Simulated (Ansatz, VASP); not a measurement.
Pd in VASP and in Ansatz

```
Pd
1.0
     0.00000    1.92028    1.92028
     1.92028    0.00000    1.92028
     1.92028    1.92028    0.00000
Pd
1
Cartesian
  0.0000 0.0000 0.0000
```

Alike in both runs: task single point; functional LDA; k mesh 14 × 14 × 14; collinear spin.

```csv
,VASP,Ansatz
version,VASP 6.6.1,Ansatz 0.2.0
potentials or method,"VASP PAW LDA potentials, release 64 (Pd), cutoff 520 eV","plane waves (420 eV) with PAW, scalar-relativistic"
occupations,"methfessel-paxton of order 1, width 0.1 eV","cold, width 0.1 eV"
valence electrons in the cell,10,18
```

|  | VASP | Ansatz | Ansatz less VASP |
| --- | --- | --- | --- |
| pressure (GPa) | 0.3 | 0.1 | -0.17 |
| net moment per atom (μB) | 0.28 | 0.34 | +0.060 |
| size of the moment on the site where the two differ most (μB) | 0.28 | 0.34 | +0.061 |

Ansatz warns that its potentials were made for another functional, while VASP's fit it. LDA's correlation is that of Perdew and Zunger in VASP and of Perdew and Wang (1992) in Ansatz. Site moments also hang on the region over which each program counts them. VASP's potentials hold 10 valence electrons a cell and Ansatz's 18, so a difference there can come from the potentials and not from the codes. Ansatz's warnings: stability check not made.
